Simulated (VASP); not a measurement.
A run of VASP 6.6.1:

INCAR

```
SYSTEM = Ir
PREC = Accurate
ENCUT = 520
EDIFF = 1E-7
ISMEAR = 0
SIGMA = 0.1
LREAL = .False.
LASPH = .True.
NELM = 80
ALGO = Fast
ISIF = 2
LWAVE = .False.
LCHARG = .False.
GGA = PS
NBANDS = 16
```

KPOINTS

```
Automatic mesh
0
Gamma
  28 28 28
  0 0 0
```

The input POSCAR:

```
Ir
1.0
   -1.3503727123      1.3503727123      4.2563030030
    1.3503727123     -1.3503727123      4.2563030030
    1.3503727123      1.3503727123     -4.2563030030
Ir
2
Direct
    0.8562701713      0.8562701713      0.0000000000
    0.1437298287      0.1437298287      0.0000000000
```

Potentials or basis: VASP PAW PBE potentials, release 64 (Ir).

The run is started by

```console
$ cat potpaw_PBE.64/Ir/POTCAR > POTCAR
$ mpirun -np 1 vasp_std > vasp.out
```

Hardware: 1 thread of Intel(R) Xeon(R) Platinum 8259CL CPU @ 2.50GHz (Skylake/Cascade Lake), with other jobs on the host.

Problem. Estimate the wall time of this run.

Solution. Run time: 50 min on 1 thread of Intel(R) Xeon(R) Platinum 8259CL CPU @ 2.50GHz (Skylake/Cascade Lake), on a shared host, peak memory 0.81 GiB. Counts: scf iterations 24, k points 1639.
